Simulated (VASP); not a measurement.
A run of VASP 6.6.1 is set up as follows.

INCAR

```
SYSTEM = Si3Se2
  PREC = Accurate
  ENCUT = 600
  EDIFF = 1E-6
  ISMEAR = 0
  SIGMA = 0.1
  LREAL = .False.
  LASPH = .True.
  NELM = 60
  ALGO = Normal
  ISIF = 3
  LWAVE = .False.
  LCHARG = .False.
  GGA = PE
  IBRION = 2
  NSW = 100
  EDIFFG = -0.01
```

KPOINTS

```
regular mesh
0
Gamma
  6 6 6
  0 0 0
```

File POSCAR:

```
Si3Se2
1.0
    3.6157107846      2.0875315948      6.3263541476
   -3.6157107846      2.0875315948      6.3263541476
    0.0000000000     -4.1750631897      6.3263541476
Si Se
6 4
Direct
    0.4802419773      0.0197580227      0.2500000000
    0.2500000000      0.4802419773      0.0197580227
    0.0197580227      0.2500000000      0.4802419773
    0.5197580227      0.9802419773      0.7500000000
    0.7500000000      0.5197580227      0.9802419773
    0.9802419773      0.7500000000      0.5197580227
    0.3462775758      0.3462775758      0.3462775758
    0.1537224242      0.1537224242      0.1537224242
    0.6537224242      0.6537224242      0.6537224242
    0.8462775758      0.8462775758      0.8462775758
```

Potentials or basis: VASP PAW PBE potentials, release 64 (Si, Se).

Run with:

```sh
$ cat potpaw_PBE.64/Si/POTCAR potpaw_PBE.64/Se/POTCAR > POTCAR
$ mpirun -np 1 vasp_std > vasp.out
```

Q: What does it give for the band gap on the k mesh?

A: Zero (bands 24 and 25 overlap by 0.27 eV).

Q: Predict the space group after relaxing (to 0.1 Å).

A: R-3c (No. 167).

Forces in eV/Å, atoms in the order of the input:
```
Si  -0.002  0.000  0.000
Si   0.001 -0.002  0.000
Si   0.001  0.002  0.000
Si   0.002  0.000  0.000
Si  -0.001  0.002  0.000
Si  -0.001 -0.002  0.000
Se   0.000  0.000 -0.004
Se   0.000  0.000  0.004
Se   0.000  0.000  0.004
Se   0.000  0.000 -0.004
```
